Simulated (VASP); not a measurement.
# Al4Ru3 (R-3m) in VASP: notebook

The runs below take Al4Ru3 through single point, relaxation of cell and atoms, with PBE.

All numbers are computed with VASP 6.6.1; they aren't measurements. Logs are shortened: lines on timing, memory, paths and dates and some standing lists are left out, and cuts for length are marked.

### 1 The cell of the first run

The structure is trigonal, space group R-3m (No. 166). Conventional cell: a = 4.234 Å, b = 4.234 Å, c = 20.323 Å, α = 90.00°, β = 90.00°, γ = 120.00°. Within 3.3 Å of Al (site symmetry 3m) lie 5 Ru at 2.49 to 2.59 Å and 6 Al at 2.94 to 2.96 Å. Al (site symmetry 3m) has 7 Ru at 2.58 to 2.61 Å and 6 Al at 2.96 to 3.03 Å within 3.4 Å. Within 3.3 Å of Ru (site symmetry 3m) lie 8 Al at 2.49 to 2.61 Å and 3 Ru at 2.99 Å. Within 3.4 Å of Ru (site symmetry -3m) lie 8 Al at 2.57 to 2.60 Å and 6 Ru at 2.99 Å.

### 2 Single point, PBE, collinear spin, ferromagnetic start

Input file INCAR:

```
SYSTEM = Al4Ru3
  PREC = Accurate
  ENCUT = 520
  EDIFF = 1E-7
  ISMEAR = 0
  SIGMA = 0.1
  LREAL = .FALSE.
  LASPH = .TRUE.
  NELM = 150
  ALGO = Normal
  ISIF = 2
  LWAVE = .FALSE.
  LCHARG = .FALSE.
  ISPIN = 2
  MAGMOM = 0 0 0 0 1 1 1
  LORBIT = 11
  LMAXMIX = 4
  GGA = PE
  NBANDS = 40
```

Input file KPOINTS:

```
regular mesh
0
G
  6 6 6
  0 0 0
```

Input file POSCAR:

```
Al4Ru3
1.0
    2.1172020420      1.2223671689      6.7741978447
   -2.1172020420      1.2223671689      6.7741978447
    0.0000000000     -2.4447343377      6.7741978447
Al Ru
4 3
Direct
    0.6263275193      0.6263275193      0.6263275193
    0.3736724807      0.3736724807      0.3736724807
    0.1227012960      0.1227012960      0.1227012960
    0.8772987040      0.8772987040      0.8772987040
    0.7489761522      0.7489761522      0.7489761522
    0.2510238478      0.2510238478      0.2510238478
    0.5000000000      0.5000000000      0.5000000000
```

Potentials or basis: VASP PAW PBE potentials, release 64 (Al, Ru_pv).

Command:

```
> cat potpaw_PBE.64/Al/POTCAR potpaw_PBE.64/Ru_pv/POTCAR > POTCAR
> mpirun -np 1 vasp_std > vasp.out
```

OUTCAR:

```text
SYSTEM = Al4Ru3
   PREC = Accurate
   ENCUT = 520
   EDIFF = 1E-7
   ISMEAR = 0
   LREAL = .FALSE.
   LASPH = .TRUE.
   NELM = 150
   ISIF = 2
   ISPIN = 2
   LORBIT = 11
   GGA = PE

 ion  position               nearest neighbor table
   1  0.626  0.626  0.626-   5 2.49   7 2.57   6 2.59   6 2.59   6 2.59   2 2.94   2 2.94   2 2.94
                             4 2.96   4 2.96   4 2.96
   2  0.374  0.374  0.374-   6 2.49   7 2.57   5 2.59   5 2.59   5 2.59   1 2.94   1 2.94   1 2.94
                             3 2.96   3 2.96   3 2.96
   3  0.123  0.123  0.123-   5 2.58   5 2.58   5 2.58   7 2.60   7 2.60   7 2.60   6 2.61   2 2.96
                             2 2.96   2 2.96   4 3.03   4 3.03   4 3.03
   4  0.877  0.877  0.877-   6 2.58   6 2.58   6 2.58   7 2.60   7 2.60   7 2.60   5 2.61   1 2.96
                             1 2.96   1 2.96   3 3.03   3 3.03   3 3.03
   5  0.749  0.749  0.749-   1 2.49   3 2.58   3 2.58   3 2.58   2 2.59   2 2.59   2 2.59   4 2.61
                             7 2.99   7 2.99   7 2.99
   6  0.251  0.251  0.251-   2 2.49   4 2.58   4 2.58   4 2.58   1 2.59   1 2.59   1 2.59   3 2.61
                             7 2.99   7 2.99   7 2.99
   7  0.500  0.500  0.500-   1 2.57   2 2.57   3 2.60   4 2.60   3 2.60   3 2.60   4 2.60   4 2.60
                             6 2.99   5 2.99   6 2.99   5 2.99   6 2.99   5 2.99

  LATTYP: Found a trigonal (rhomboedric) cell.
 ALAT       =     7.2018388222
 COS(alpha) =     0.8271506269

  Lattice vectors:

 A1 = (   2.1172020420,   1.2223671689,   6.7741978447)
 A2 = (  -2.1172020420,   1.2223671689,   6.7741978447)
 A3 = (   0.0000000000,  -2.4447343377,   6.7741978447)

Analysis of symmetry for initial positions (statically):
=====================================================================
 Subroutine PRICEL returns:
 Original cell was already a primitive cell.

 Routine SETGRP: Setting up the symmetry group for a
 trigonal (rhombohedral) supercell.

 Subroutine GETGRP returns: Found 12 space group operations
 (whereof 12 operations were pure point group operations)
 out of a pool of 12 trial point group operations.

The static configuration has the point symmetry D_3d.

Analysis of symmetry for dynamics (positions and initial velocities):
=====================================================================
 Subroutine PRICEL returns:
 Original cell was already a primitive cell.

 Routine SETGRP: Setting up the symmetry group for a
 trigonal (rhombohedral) supercell.

 Subroutine GETGRP returns: Found 12 space group operations
 (whereof 12 operations were pure point group operations)
 out of a pool of 12 trial point group operations.

The dynamic configuration has the point symmetry D_3d.

Analysis of structural, dynamic, and magnetic symmetry:
=====================================================================
 Subroutine PRICEL returns:
 Original cell was already a primitive cell.

 Routine SETGRP: Setting up the symmetry group for a
 trigonal (rhombohedral) supercell.

 Subroutine GETGRP returns: Found 12 space group operations
 (whereof 12 operations were pure point group operations)
 out of a pool of 12 trial point group operations.

The overall configuration has the point symmetry D_3d.

 Subroutine INISYM returns: Found 12 space group operations
 (whereof 12 operations are pure point group operations),
 and found     1 'primitive' translations

----------------------------------------------------------------------------------------

                                     Primitive cell

  volume of cell :     105.1897

  direct lattice vectors                    reciprocal lattice vectors
     2.117202042  1.222367169  6.774197845     0.236160740  0.136347467  0.049206318
    -2.117202042  1.222367169  6.774197845    -0.236160740  0.136347467  0.049206318
     0.000000000 -2.444734338  6.774197845     0.000000000 -0.272694933  0.049206318

  length of vectors
     7.201838822  7.201838822  7.201838822     0.277098878  0.277098878  0.277098878

  position of ions in fractional coordinates (direct lattice)
     0.626327519  0.626327519  0.626327519
     0.373672481  0.373672481  0.373672481
     0.122701296  0.122701296  0.122701296
     0.877298704  0.877298704  0.877298704
     0.748976152  0.748976152  0.748976152
     0.251023848  0.251023848  0.251023848
[... 70 lines left out ...]
   ions per type =               4   3
   NGX,Y,Z   is equivalent  to a cutoff of  12.47, 12.47, 12.47 a.u.
   NGXF,Y,Z  is equivalent  to a cutoff of  24.93, 24.93, 24.93 a.u.
 SYSTEM =  Al4Ru3
   PREC   = accura    normal or accurate (medium, high low for compatibility)
   ISTART =      0    job   : 0-new  1-cont  2-samecut
   ICHARG =      2    charge: 1-file 2-atom 10-const
   ISPIN  =      2    spin polarized calculation?
   LNONCOLLINEAR =      F non collinear calculations
   LSORBIT =      F    spin-orbit coupling
   LASPH  =      T    aspherical Exc in radial PAW
   ENCUT  =  520.0 eV  38.22 Ry    6.18 a.u.  13.39 13.39 13.39*2*pi/ulx,y,z
   NELM   =    150;   NELMIN=  2; NELMDL= -5     # of ELM steps
   EDIFF  = 0.1E-06   stopping-criterion for ELM
   LREAL  =      F    real-space projection
   EDIFFG = 0.1E-05   stopping-criterion for IOM
   NSW    =      0    number of steps for IOM
   IBRION =     -1    ionic relax: 0-MD 1-quasi-New 2-CG
   NFREE  =      0    steps in history (QN), initial steepest desc. (CG)
   ISIF   =      2    stress and relaxation
   ISYM   =      2    0-nonsym 1-usesym 2-fastsym
   POTIM  = 0.5000    time-step for ionic-motion
   TEBEG  =    0.0;   TEEND  =   0.0 temperature during run
   PSTRESS=    0.0 pullay stress
   NELECT =      54.0000    total number of electrons
   NUPDOWN=      -1.0000    fix difference up-down
   EMIN   =  10.00;   EMAX   =-10.00  energy-range for DOS
   EFERMI =   0.00;   METHOD = LEGACY
   ISMEAR =     0;   SIGMA  =   0.10  broadening in eV -4-tet -1-fermi 0-gaus
   EFERMI_NEDOS =   21; number of points for ismear=-14 and -15
   IALGO  =     38    algorithm
   IMIX   =      4    mixing-type and parameters
     AMIX     =   0.40;   BMIX     =  1.00
     AMIX_MAG =   1.60;   BMIX_MAG =  1.00
  volume/ion in A,a.u.               =      15.03       101.41
  Fermi-wavevector in a.u.,A,eV,Ry     =   1.310836  2.477121 23.378771  1.718291
  Thomas-Fermi vector in A             =   2.441339
   LORBIT       =     11    0 simple, 1 ext, 2 COOP (PROOUT), +10 PAW based schemes
   GGA     = PE    functional components
   LHFCALC =     F    Hartree Fock is set to
   AEXX    =    0.0000 exact exchange contribution
   IVDW    =     0    specifies the selected vdW correction
   LEPSILON=     F    determine dielectric tensor
   LRPA    =     F    only Hartree local field effects (RPA)
 spin polarized calculation
 Gauss-broadening in eV      SIGMA  =   0.10
  energy-cutoff  :      520.00
  volume of cell :      105.19
 maximum number of plane-waves:      2851
 NGX is ok and might be reduce to    54
   NGX = 27   NGY = 27   NGZ = 27

 number of electron      54.0000001 magnetization      -0.0000815

 number of electron      54.0000001 magnetization       0.0000178

 Free energy of the ion-electron system (eV)
  ---------------------------------------------------
  ext. energy  EPLUGINS =         0.00000000
  ---------------------------------------------------
  free energy    TOTEN  =       -46.14513983 eV

  energy without entropy =      -46.13439783  energy(sigma->0) =      -46.13976883

 E-fermi :   9.1759     XC(G=0): -11.6428

 val. band max:        9.1546954088   @ k =   0.3333   0.3333   0.1667
 cond. band min:       9.1855243371   @ k =   0.1667  -0.0000   0.0000
 fundamental gap:      0.0308289283
 Fermi energy:         9.1759322855

 spin component 1

 k-point     1 :       0.0000    0.0000    0.0000
  band No.  band energies     occupation
      1     -32.9053      1.00000
      2     -32.8691      1.00000
      3     -32.8691      1.00000
      4     -32.7069      1.00000
      5     -32.6826      1.00000
      6     -32.6617      1.00000
[... 997 lines left out ...]
     38      16.9497      0.00000
     39      17.0178      0.00000

 [... further k-points ...]

 spin component 2

 k-point     1 :       0.0000    0.0000    0.0000
  band No.  band energies     occupation
      1     -32.9053      1.00000
      2     -32.8691      1.00000
      3     -32.8691      1.00000
      4     -32.7069      1.00000
      5     -32.6826      1.00000
      6     -32.6617      1.00000
[... 997 lines left out ...]
     38      16.9497      0.00000
     39      17.0178      0.00000

 [... further k-points ...]

 [bands above 39 left out]

------------------------ aborting loop because EDIFF is reached ----------------------------------------

  FORCE on cell =-STRESS in cart. coord.  units (eV):
  Direction    XX          YY          ZZ          XY          YZ          ZX
  --------------------------------------------------------------------------------------
  -------------------------------------------------------------------------------------
  Total       -0.0302226     -0.0302226     -0.0759749      0.0000000     -0.0000000      0.0000000
  in kB       -0.4603302     -0.4603302     -1.1571985      0.0000000     -0.0000000      0.0000000
  external PRESSURE =      -0.6926197 kB  Pullay stress =       0.0000000 kB

 VOLUME and BASIS-vectors are now :
 -----------------------------------------------------------------------------
  energy-cutoff  :      520.00
  volume of cell :      105.19
      direct lattice vectors                 reciprocal lattice vectors
     2.117202042  1.222367169  6.774197845     0.236160740  0.136347467  0.049206318
    -2.117202042  1.222367169  6.774197845    -0.236160740  0.136347467  0.049206318
     0.000000000 -2.444734338  6.774197845     0.000000000 -0.272694933  0.049206318

 POSITION                                       TOTAL-FORCE (eV/Angst)
 -----------------------------------------------------------------------------------
      0.00000      0.00000     12.72860         0.000000      0.000000      0.037420
      0.00000      0.00000      7.59399         0.000000     -0.000000     -0.037420
      0.00000      0.00000      2.49361         0.000000     -0.000000     -0.007246
      0.00000      0.00000     17.82898         0.000000      0.000000      0.007246
      0.00000      0.00000     15.22114         0.000000     -0.000000     -0.030782
      0.00000      0.00000      5.10146         0.000000      0.000000      0.030782
      0.00000      0.00000     10.16130        -0.000000     -0.000000      0.000000
 -----------------------------------------------------------------------------------
    total drift:                               -0.000000     -0.000000      0.000000

  FREE ENERGIE OF THE ION-ELECTRON SYSTEM (eV)
  ---------------------------------------------------
  free  energy   TOTEN  =       -46.1451398323 eV

  energy  without entropy=      -46.1343978254  energy(sigma->0) =      -46.13976883

 total charge

# of ion       s       p       d       tot
------------------------------------------
    1        0.411   0.383   0.000   0.794
    2        0.411   0.383   0.000   0.794
    3        0.400   0.400   0.000   0.799
    4        0.400   0.400   0.000   0.799
    5        0.349   6.208   6.291  12.848
    6        0.349   6.208   6.291  12.848
    7        0.321   6.244   6.211  12.776
--------------------------------------------------
tot          2.640  20.224  18.793  41.657

 magnetization (x)

# of ion       s       p       d       tot
------------------------------------------
    1       -0.000  -0.000   0.000  -0.000
    2       -0.000  -0.000   0.000  -0.000
    3        0.000  -0.000   0.000   0.000
    4        0.000  -0.000   0.000   0.000
    5       -0.000   0.000   0.000   0.000
    6       -0.000   0.000   0.000   0.000
    7       -0.000  -0.000   0.000   0.000
--------------------------------------------------
tot          0.000  -0.000   0.000   0.000
```

It took 25 min on 1 thread of Intel Xeon 8259CL, shared host; peak memory 0.58 GiB.

Results:

```
Free energy                                           : -46.1451 eV
Pressure                                              : -0.1 GPa
Largest force                                         : 0.037 eV/Å
Band gap on the k mesh                                : zero (filled and empty bands overlap)
Net moment                                            : 0.00 μB per cell
Valence electrons inside the program's atomic spheres : Al 0.79, 0.80 (each value once); Ru 12.85, 12.78 (each value once)
```

Forces in eV/Å, atoms in the order of the input:
```
Al   0.000  0.000  0.037
Al   0.000  0.000 -0.037
Al   0.000  0.000 -0.007
Al   0.000  0.000  0.007
Ru   0.000  0.000 -0.031
Ru   0.000  0.000  0.031
Ru   0.000  0.000  0.000
```

### 3 Relaxation of cell and atoms, PBE

This run uses another cell than the first one, of 13.99 Å³/atom.

Input file INCAR:

```
SYSTEM = Al4Ru3
ALGO     = Normal         ! electronic algorithm
EDIFF    = 1E-7           ! SCF threshold, eV
EDIFFG   = -0.08          ! ionic threshold
ENCUT    = 600            ! plane-wave cutoff, eV
GGA      = PE             ! functional
IBRION   = 2              ! ionic algorithm
ISIF     = 3              ! what is computed and relaxed
ISMEAR   = 0              ! smearing method
LASPH    = .TRUE.         ! aspherical terms in the spheres
LCHARG   = .FALSE.        ! write CHGCAR
LREAL    = .FALSE.        ! projectors in reciprocal space
LWAVE    = .FALSE.        ! write WAVECAR
NELM     = 80             ! most SCF steps
NSW      = 36             ! ionic steps
PREC     = Accurate       ! precision mode
SIGMA    = 0.2            ! smearing width, eV
```

Input file KPOINTS:

```
k-points
0
G
  5 5 5
  0 0 0
```

Input file POSCAR:

```
Al4Ru3
1.0
    2.0750000000      1.1980018100      6.5666666700
   -2.0750000000      1.1980018100      6.5666666700
    0.0000000000     -2.3960036200      6.5666666700
Al Ru
4 3
Direct
    0.6250000000      0.6250000000      0.6250000000
    0.3750000000      0.3750000000      0.3750000000
    0.1250000000      0.1250000000      0.1250000000
    0.8750000000      0.8750000000      0.8750000000
    0.7500000000      0.7500000000      0.7500000000
    0.2500000000      0.2500000000      0.2500000000
    0.5000000000      0.5000000000      0.5000000000
```

Potentials or basis: VASP PAW PBE potentials, release 64 (Al, Ru_pv).

Command:

```
> cat potpaw_PBE.64/Al/POTCAR potpaw_PBE.64/Ru_pv/POTCAR > POTCAR
> mpirun -np 1 vasp_std > vasp.out
```

It took 8.8 min on 1 thread of Intel Xeon 6975P-C (Granite Rapids), shared host; peak memory 0.49 GiB.

The run converged. Its results:

```
Free energy                           : -46.1357 eV
Relaxed volume                        : 15.07 Å³/atom
Relaxed cell                          : a = 7.221 Å, b = 7.221 Å, c = 7.221 Å, α = 34.10°, β = 34.10°, γ = 34.10°
Space group after relaxing (to 0.1 Å) : R-3m (No. 166)
Energy gained by relaxing             : 55.9 meV/atom
Ionic steps                           : 8
Pressure after relaxing               : -0.4 GPa
Largest force after relaxing          : 0.057 eV/Å
Band gap on the k mesh                : zero (bands 27 and 28 overlap by 1.35 eV)
```

Forces on the atoms (eV/Å):
```
Al   0.000  0.000  0.007
Al   0.000  0.000 -0.007
Al   0.000  0.000 -0.040
Al   0.000  0.000  0.040
Ru   0.000  0.000  0.057
Ru   0.000  0.000 -0.057
Ru   0.000  0.000  0.000
```

Stress tensor (GPa, compression positive):
```
-0.27  0.00  0.00
 0.00 -0.27  0.00
 0.00  0.00 -0.60
```

Step by step:
```csv
step,energy change (eV),largest force (eV/Å),pressure (GPa),volume (Å³)
1,0.0000,0.8598,15.07,97.94
2,0.2517,0.3872,-14.58,117.80
3,-0.3824,0.1947,-0.75,105.97
4,-0.3827,0.2068,-0.41,105.74
5,-0.3827,0.2157,-0.15,105.58
6,-0.3893,0.1212,0.19,105.25
7,-0.3900,0.0803,0.36,105.10
8,-0.3910,0.0574,-0.38,105.52
```

Final structure:
```yaml
crystal:
  lattice:
    - [2.11735, 1.22245, 6.79460]
    - [-2.11735, 1.22245, 6.79460]
    - [0.00000, -2.44491, 6.79460]
  atoms:
    - { symbol: Al, position: [0.62619, 0.62619, 0.62619] }
    - { symbol: Al, position: [0.37381, 0.37381, 0.37381] }
    - { symbol: Al, position: [0.12325, 0.12325, 0.12325] }
    - { symbol: Al, position: [0.87675, 0.87675, 0.87675] }
    - { symbol: Ru, position: [0.74865, 0.74865, 0.74865] }
    - { symbol: Ru, position: [0.25135, 0.25135, 0.25135] }
    - { symbol: Ru, position: [0.50000, 0.50000, 0.50000] }
```

Levels at points of the mesh, in eV from the Fermi level:
```
           k point  band 25  band 26  band 27  band 28  band 29  band 30
(0.00, 0.00, 0.00)    -0.56     0.27     0.27     2.85     3.75     3.75
```

Caveat: the relaxation stopped at a loose force limit of 0.08 eV/Å, so its end isn't a converged minimum.

The gap in the log of VASP goes by the Fermi energy; the results here count the filled bands.